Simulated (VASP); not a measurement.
## C: single point with PBE0

The system is C.

```xyz
2
Lattice="2.1262 -1.2276 -0.0101 2.1262 1.2276 -0.0101 -1.3949 0.0000 3.3658" Properties=species:S:1:pos:R:3 pbc="T T T"
C     3.5437    0.0000   -0.0167
C    -0.6862    0.0000    3.3624
```

```yaml
Program: VASP 6.6.1
Task: single point
Functional: PBE0
Potentials_or_basis: VASP PAW PBE potentials, release 64 (C)
Cutoff: 520 eV
k_mesh: 8 × 8 × 6
Occupations: fermi-dirac, width 0.02 eV
Spin: no spin polarisation
Dipole_correction: no
Grid_for_exact_exchange_PRECFOCK: Normal
Further_INCAR_settings: ALGO = Normal; EDIFF = 1e-06; NBANDS = 11
Share_of_exact_exchange: 0.25
```

The pressure is -0.8 GPa and the largest force is 0.007 eV/Å.

Forces in eV/Å, atoms in the order of the input:
```
C    0.001  0.000  0.007
C   -0.001  0.000 -0.007
```

Stress tensor (GPa, compression positive):
```
-2.46  0.00  0.01
 0.00 -2.45  0.00
 0.01  0.00  2.65
```

Wall time 49 min on 1 thread of Intel(R) Xeon(R) Platinum 8259CL CPU @ 2.50GHz (Skylake/Cascade Lake), with other jobs on the host, peak memory 0.15 GiB.

Caveat: the stress differs along the axes, from -2 to 3 GPa; this functional lacks dispersion, which binds layers or chains, so the pressure and a relaxed spacing across them are unreliable; the PAW data sets were made with another functional, which shifts forces and pressure a little.
